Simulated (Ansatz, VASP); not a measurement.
# One calculation of HfW, two programs

```xyz
4
Lattice="0.0000 3.3296 3.3296 3.3296 0.0000 3.3296 3.3296 3.3296 0.0000" Properties=species:S:1:pos:R:3 pbc="T T T"
Hf    0.0000    0.0000    0.0000
Hf    1.6648    1.6648    1.6648
W     3.3296    3.3296    3.3296
W     4.9944    4.9944    4.9944
```

Alike in both runs: task relaxation of cell and atoms; functional PBE; k mesh 12 × 12 × 12; occupations gaussian, width 0.1 eV; no spin polarisation.

|  | VASP | Ansatz |
| --- | --- | --- |
| version | VASP 6.6.1 | Ansatz 0.2.0 |
| potentials or method | VASP PAW PBE potentials, release 64 (Hf_pv, W_sv), cutoff 600 eV | scalar-relativistic, plane waves, PAW |
| valence electrons in the cell | 48 | 80 |

VASP gave:

```
gap on the k mesh at the Fermi level, each at its own relaxed structure (eV)  : none
relaxed volume (Å³/atom)                                                      : 18.35
relaxed length of the cell vector where the two differ most in proportion (Å) : 4.700
```

Problem. Estimate Ansatz's values.

Solution. gap on the k mesh at the Fermi level, each at its own relaxed structure (eV): none; relaxed volume (Å³/atom): 18.39; relaxed length of the cell vector where the two differ most in proportion (Å): 4.703.

A gap of «none» marks a metal or a gap that the smearing closes. VASP's potentials hold 48 valence electrons a cell and Ansatz's 80, so a difference there can come from the potentials and not from the codes.

Neither program's run includes spin-orbit coupling.
